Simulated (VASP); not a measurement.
# B4TePd3 (Pm-3m) in VASP: notebook

B4TePd3 is run at these levels: PBE; tasks: single point, relaxation of cell and atoms.

Everything below comes from runs of VASP 6.6.1. Logs are shortened: lines on timing, memory, paths and dates and some standing lists are left out, and cuts for length are marked.

## 1. The cell of the first run

It takes space group Pm-3m (No. 221, cubic). The conventional cell has a = 4.644 Å, b = 4.644 Å, c = 4.644 Å, α = 90.00°, β = 90.00°, γ = 90.00°. B (site symmetry m-3m) has 6 Pd at 2.32 Å within 3.1 Å. B (site symmetry 4/mmm) has 2 Te at 2.32 Å and 4 Pd at 2.32 Å within 3.1 Å. Within 3.1 Å of Te (site symmetry m-3m) lie 6 B at 2.32 Å. Pd (site symmetry 4/mmm) has 6 B at 2.32 Å within 3.1 Å.

## 2. Single point, PBE

INCAR

```
SYSTEM = B4TePd3
  ALGO = Normal
  EDIFF = 1E-7
  ENCUT = 520
  GGA = PE
  ISIF = 2
  ISMEAR = 0
  LASPH = .True.
  LCHARG = .False.
  LREAL = .False.
  LWAVE = .False.
  NBANDS = 34
  NELM = 100
  PREC = Accurate
  SIGMA = 0.1
```

KPOINTS

```
k-points
0
Gamma
  8 8 8
  0 0 0
```

POSCAR

```
B4TePd3
1.0
    4.6443079795      0.0000000000      0.0000000000
    0.0000000000      4.6443079795      0.0000000000
    0.0000000000      0.0000000000      4.6443079795
B Te Pd
4 1 3
Direct
    0.5000000000      0.5000000000      0.5000000000
    0.5000000000      0.0000000000      0.0000000000
    0.0000000000      0.5000000000      0.0000000000
    0.0000000000      0.0000000000      0.5000000000
    0.0000000000      0.0000000000      0.0000000000
    0.0000000000      0.5000000000      0.5000000000
    0.5000000000      0.0000000000      0.5000000000
    0.5000000000      0.5000000000      0.0000000000
```

Potentials or basis: VASP PAW PBE potentials, release 64 (B, Te, Pd).

On the command line:

```sh
$ cat potpaw_PBE.64/B/POTCAR potpaw_PBE.64/Te/POTCAR potpaw_PBE.64/Pd/POTCAR > POTCAR
$ mpirun -np 1 vasp_std > vasp.out
```

OUTCAR:

```text
SYSTEM = B4TePd3
   EDIFF = 1E-7
   ENCUT = 520
   GGA = PE
   ISIF = 2
   ISMEAR = 0
   LASPH = .True.
   LREAL = .False.
   NELM = 100
   PREC = Accurate

 ion  position               nearest neighbor table
   1  0.500  0.500  0.500-   6 2.32   7 2.32   8 2.32   8 2.32   7 2.32   6 2.32
   2  0.500  0.000  0.000-   5 2.32   7 2.32   8 2.32   7 2.32   8 2.32   5 2.32
   3  0.000  0.500  0.000-   5 2.32   6 2.32   8 2.32   6 2.32   5 2.32   8 2.32
   4  0.000  0.000  0.500-   5 2.32   6 2.32   7 2.32   5 2.32   6 2.32   7 2.32
   5  0.000  0.000  0.000-   2 2.32   3 2.32   4 2.32   4 2.32   3 2.32   2 2.32   6 3.28   6 3.28
                             7 3.28   7 3.28   6 3.28   8 3.28   6 3.28   8 3.28   7 3.28   8 3.28
   6  0.000  0.500  0.500-   1 2.32   3 2.32   4 2.32   3 2.32   4 2.32   1 2.32   5 3.28   5 3.28
                             8 3.28   7 3.28   5 3.28   7 3.28   5 3.28   8 3.28   7 3.28   8 3.28
   7  0.500  0.000  0.500-   1 2.32   2 2.32   4 2.32   2 2.32   1 2.32   4 2.32   5 3.28   5 3.28
                             8 3.28   6 3.28   6 3.28   8 3.28   8 3.28   8 3.28   5 3.28   6 3.28
   8  0.500  0.500  0.000-   1 2.32   2 2.32   3 2.32   1 2.32   2 2.32   3 2.32   5 3.28   6 3.28
                             7 3.28   6 3.28   5 3.28   7 3.28   7 3.28   7 3.28   5 3.28   6 3.28

  LATTYP: Found a simple cubic cell.
 ALAT       =     4.6443079795

  Lattice vectors:

 A1 = (   4.6443079795,   0.0000000000,   0.0000000000)
 A2 = (   0.0000000000,   4.6443079795,   0.0000000000)
 A3 = (   0.0000000000,   0.0000000000,   4.6443079795)

Analysis of symmetry for initial positions (statically):
=====================================================================
 Subroutine PRICEL returns:
 Original cell was already a primitive cell.

 Routine SETGRP: Setting up the symmetry group for a
 simple cubic supercell.

 Subroutine GETGRP returns: Found 48 space group operations
 (whereof 48 operations were pure point group operations)
 out of a pool of 48 trial point group operations.

The static configuration has the point symmetry O_h .

Analysis of symmetry for dynamics (positions and initial velocities):
=====================================================================
 Subroutine PRICEL returns:
 Original cell was already a primitive cell.

 Routine SETGRP: Setting up the symmetry group for a
 simple cubic supercell.

 Subroutine GETGRP returns: Found 48 space group operations
 (whereof 48 operations were pure point group operations)
 out of a pool of 48 trial point group operations.

The dynamic configuration has the point symmetry O_h .

 Subroutine INISYM returns: Found 48 space group operations
 (whereof 48 operations are pure point group operations),
 and found     1 'primitive' translations

----------------------------------------------------------------------------------------

                                     Primitive cell

  volume of cell :     100.1758

  direct lattice vectors                    reciprocal lattice vectors
     4.644307979  0.000000000  0.000000000     0.215317331  0.000000000  0.000000000
     0.000000000  4.644307979  0.000000000     0.000000000  0.215317331  0.000000000
     0.000000000  0.000000000  4.644307979     0.000000000  0.000000000  0.215317331

  length of vectors
     4.644307979  4.644307979  4.644307979     0.215317331  0.215317331  0.215317331

  position of ions in fractional coordinates (direct lattice)
     0.500000000  0.500000000  0.500000000
     0.500000000  0.000000000  0.000000000
     0.000000000  0.500000000  0.000000000
     0.000000000  0.000000000  0.500000000
     0.000000000  0.000000000  0.000000000
     0.000000000  0.500000000  0.500000000
     0.500000000  0.000000000  0.500000000
     0.500000000  0.500000000  0.000000000

  ion indices of the primitive-cell ions
   primitive index   ion index
                 1           1
                 2           2
                 3           3
                 4           4
                 5           5
                 6           6
                 7           7
                 8           8

----------------------------------------------------------------------------------------

 KPOINTS: k-points

Automatic generation of k-mesh.
 Grid dimensions read from file:
 generate k-points for:    8    8    8

 Generating k-lattice:

  Cartesian coordinates                     Fractional coordinates (reciprocal lattice)
     0.026914666  0.000000000  0.000000000     0.125000000  0.000000000  0.000000000
     0.000000000  0.026914666  0.000000000     0.000000000  0.125000000  0.000000000
     0.000000000  0.000000000  0.026914666     0.000000000  0.000000000  0.125000000

  Length of vectors
     0.026914666  0.026914666  0.026914666

  Shift w.r.t. Gamma in fractional coordinates (k-lattice)
     0.000000000  0.000000000  0.000000000

 Subroutine IBZKPT returns following result:
 ===========================================

 Found     35 irreducible k-points:

 Following reciprocal coordinates:
            Coordinates               Weight
  0.000000  0.000000  0.000000      1.000000
  0.125000  0.000000  0.000000      6.000000
  0.250000  0.000000  0.000000      6.000000
  0.375000  0.000000  0.000000      6.000000
  0.500000  0.000000  0.000000      3.000000
  0.125000  0.125000  0.000000     12.000000
[... 16 lines left out ...]
  0.375000  0.375000  0.125000     24.000000
  0.500000  0.375000  0.125000     24.000000
 [... further k-points ...]
   k-points           NKPTS =     35   k-points in BZ     NKDIM =     35   number of bands    NBANDS=     34
   number of dos      NEDOS =    301   number of ions     NIONS =      8
   total plane-waves  NPLWV =  46656
   dimension x,y,z NGX =    36 NGY =   36 NGZ =   36
   dimension x,y,z NGXF=    72 NGYF=   72 NGZF=   72
   ions per type =               4   1   3
   NGX,Y,Z   is equivalent  to a cutoff of  12.89, 12.89, 12.89 a.u.
   NGXF,Y,Z  is equivalent  to a cutoff of  25.77, 25.77, 25.77 a.u.
 SYSTEM =  B4TePd3
   PREC   = accura    normal or accurate (medium, high low for compatibility)
   ISTART =      0    job   : 0-new  1-cont  2-samecut
   ICHARG =      2    charge: 1-file 2-atom 10-const
   ISPIN  =      1    spin polarized calculation?
   LNONCOLLINEAR =      F non collinear calculations
   LSORBIT =      F    spin-orbit coupling
   LASPH  =      T    aspherical Exc in radial PAW
   ENCUT  =  520.0 eV  38.22 Ry    6.18 a.u.   8.64  8.64  8.64*2*pi/ulx,y,z
   NELM   =    100;   NELMIN=  2; NELMDL= -5     # of ELM steps
   EDIFF  = 0.1E-06   stopping-criterion for ELM
   LREAL  =      F    real-space projection
   EDIFFG = 0.1E-05   stopping-criterion for IOM
   NSW    =      0    number of steps for IOM
   IBRION =     -1    ionic relax: 0-MD 1-quasi-New 2-CG
   NFREE  =      0    steps in history (QN), initial steepest desc. (CG)
   ISIF   =      2    stress and relaxation
   ISYM   =      2    0-nonsym 1-usesym 2-fastsym
   POTIM  = 0.5000    time-step for ionic-motion
   TEBEG  =    0.0;   TEEND  =   0.0 temperature during run
   PSTRESS=    0.0 pullay stress
   NELECT =      48.0000    total number of electrons
   NUPDOWN=      -1.0000    fix difference up-down
   EMIN   =  10.00;   EMAX   =-10.00  energy-range for DOS
   EFERMI =   0.00;   METHOD = LEGACY
   ISMEAR =     0;   SIGMA  =   0.10  broadening in eV -4-tet -1-fermi 0-gaus
   EFERMI_NEDOS =   21; number of points for ismear=-14 and -15
   IALGO  =     38    algorithm
   IMIX   =      4    mixing-type and parameters
     AMIX     =   0.40;   BMIX     =  1.00
     AMIX_MAG =   1.60;   BMIX_MAG =  1.00
  volume/ion in A,a.u.               =      12.52        84.50
  Fermi-wavevector in a.u.,A,eV,Ry     =   1.281054  2.420842 22.328525  1.641100
  Thomas-Fermi vector in A             =   2.413447
   LORBIT       =      0    0 simple, 1 ext, 2 COOP (PROOUT), +10 PAW based schemes
   GGA     = PE    functional components
   LHFCALC =     F    Hartree Fock is set to
   AEXX    =    0.0000 exact exchange contribution
   IVDW    =     0    specifies the selected vdW correction
   LEPSILON=     F    determine dielectric tensor
   LRPA    =     F    only Hartree local field effects (RPA)
 non-spin polarized calculation
 Gauss-broadening in eV      SIGMA  =   0.10
  energy-cutoff  :      520.00
  volume of cell :      100.18
 maximum number of plane-waves:      2730
 NGX is ok and might be reduce to    36
   NGX = 17   NGY = 17   NGZ = 17

 number of electron      48.0000008 magnetization

 Free energy of the ion-electron system (eV)
  ---------------------------------------------------
  ext. energy  EPLUGINS =         0.00000000
  ---------------------------------------------------
  free energy    TOTEN  =       -39.58192854 eV

  energy without entropy =      -39.56534085  energy(sigma->0) =      -39.57363470

 E-fermi :   9.1319     XC(G=0): -12.1280

 val. band max:        9.1293531529   @ k =   0.5000   0.3750   0.1250
 cond. band min:       9.1647168680   @ k =   0.5000   0.1250   0.0000
 fundamental gap:      0.0353637151
 Fermi energy:         9.1318796364

 k-point     1 :       0.0000    0.0000    0.0000
  band No.  band energies     occupation
      1      -5.3443      2.00000
      2       0.2639      2.00000
      3       1.3823      2.00000
      4       1.3823      2.00000
      5       2.7098      2.00000
      6       2.7098      2.00000
[... 26 lines left out ...]
     33      15.7090      0.00000
     34      15.7090      0.00000

 k-point     2 :       0.1250    0.0000    0.0000
  band No.  band energies     occupation
      1      -5.2852      2.00000
      2       0.2416      2.00000
      3       1.0226      2.00000
      4       1.4679      2.00000
      5       2.6747      2.00000
      6       2.6747      2.00000
[... 26 lines left out ...]
     33      15.8942      0.00000
     34      16.1580      0.00000

 k-point     3 :       0.2500    0.0000    0.0000
  band No.  band energies     occupation
      1      -5.1290      2.00000
      2      -0.1831      2.00000
      3       0.8418      2.00000
      4       1.7047      2.00000
      5       2.5958      2.00000
      6       2.5958      2.00000
[... 26 lines left out ...]
     33      16.2079      0.00000
     34      17.0810      0.00000

 k-point     4 :       0.3750    0.0000    0.0000
  band No.  band energies     occupation
      1      -4.9475      2.00000
      2      -0.7736      2.00000
      3       1.0401      2.00000
      4       2.0104      2.00000
      5       2.5239      2.00000
      6       2.5239      2.00000
[... 26 lines left out ...]
     33      14.8363      0.00000
     34      16.9966      0.00000

 k-point     5 :       0.5000    0.0000    0.0000
  band No.  band energies     occupation
      1      -4.8622      2.00000
      2      -1.0149      2.00000
      3       1.1634      2.00000
      4       2.1736      2.00000
      5       2.4959      2.00000
      6       2.4959      2.00000
[... 621 lines left out ...]
 k-point    22 :       0.5000    0.2500    0.1250
  band No.  band energies     occupation
      1      -4.6630      2.00000
      2      -0.5997      2.00000
      3       0.7147      2.00000
      4       1.3758      2.00000
      5       1.7296      2.00000
      6       3.5456      2.00000
[... 26 lines left out ...]
     33      14.3840      0.00000
     34      16.3088      0.00000

 k-point    23 :       0.3750    0.3750    0.1250
  band No.  band energies     occupation
      1      -4.6000      2.00000
      2      -0.1356      2.00000
      3       0.0122      2.00000
      4       1.4263      2.00000
      5       1.8373      2.00000
      6       3.5657      2.00000
[... 26 lines left out ...]
     33      14.9494      0.00000
     34      14.9842      0.00000

 k-point    24 :       0.5000    0.3750    0.1250
  band No.  band energies     occupation
      1      -4.5390      2.00000
      2      -0.2883      2.00000
      3       0.1019      2.00000
      4       1.4353      2.00000
      5       1.8976      2.00000
      6       3.6026      2.00000
[... 26 lines left out ...]
     33      14.9101      0.00000
     34      14.9528      0.00000

 [... further k-points ...]
[... 5 lines left out ...]
  --------------------------------------------------------------------------------------
  -------------------------------------------------------------------------------------
  Total        0.0367596      0.0367596      0.0367596      0.0000000     -0.0000000      0.0000000
  in kB        0.5879200      0.5879200      0.5879200      0.0000000     -0.0000000      0.0000000
  external PRESSURE =       0.5879200 kB  Pullay stress =       0.0000000 kB

 VOLUME and BASIS-vectors are now :
 -----------------------------------------------------------------------------
  energy-cutoff  :      520.00
  volume of cell :      100.18
      direct lattice vectors                 reciprocal lattice vectors
     4.644307979  0.000000000  0.000000000     0.215317331  0.000000000  0.000000000
     0.000000000  4.644307979  0.000000000     0.000000000  0.215317331  0.000000000
     0.000000000  0.000000000  4.644307979     0.000000000  0.000000000  0.215317331

 POSITION                                       TOTAL-FORCE (eV/Angst)
 -----------------------------------------------------------------------------------
      2.32215      2.32215      2.32215         0.000000      0.000000      0.000000
      2.32215      0.00000      0.00000         0.000000      0.000000      0.000000
      0.00000      2.32215      0.00000         0.000000      0.000000      0.000000
      0.00000      0.00000      2.32215         0.000000      0.000000      0.000000
      0.00000      0.00000      0.00000         0.000000      0.000000      0.000000
      0.00000      2.32215      2.32215         0.000000      0.000000      0.000000
      2.32215      0.00000      2.32215         0.000000      0.000000      0.000000
      2.32215      2.32215      0.00000         0.000000      0.000000      0.000000
 -----------------------------------------------------------------------------------
    total drift:                                0.000000      0.000000      0.000000

  FREE ENERGIE OF THE ION-ELECTRON SYSTEM (eV)
  ---------------------------------------------------
  free  energy   TOTEN  =       -39.5819285418 eV

  energy  without entropy=      -39.5653408523  energy(sigma->0) =      -39.57363470
```

Wall time 50 s (1 thread of Intel Xeon 6975P-C (Granite Rapids), shared host); peak memory 0.26 GiB.

What came out:

```
Free energy            : -39.5819 eV
Pressure               : 0.1 GPa
Band gap on the k mesh : zero (band 24 reaches 10.63 eV, above the bottom of band 25 at 8.51 eV)
```

Caveat: spin-orbit coupling is left out, which moves the levels of the heavy elements.

(Continued in part 2 of 2.)
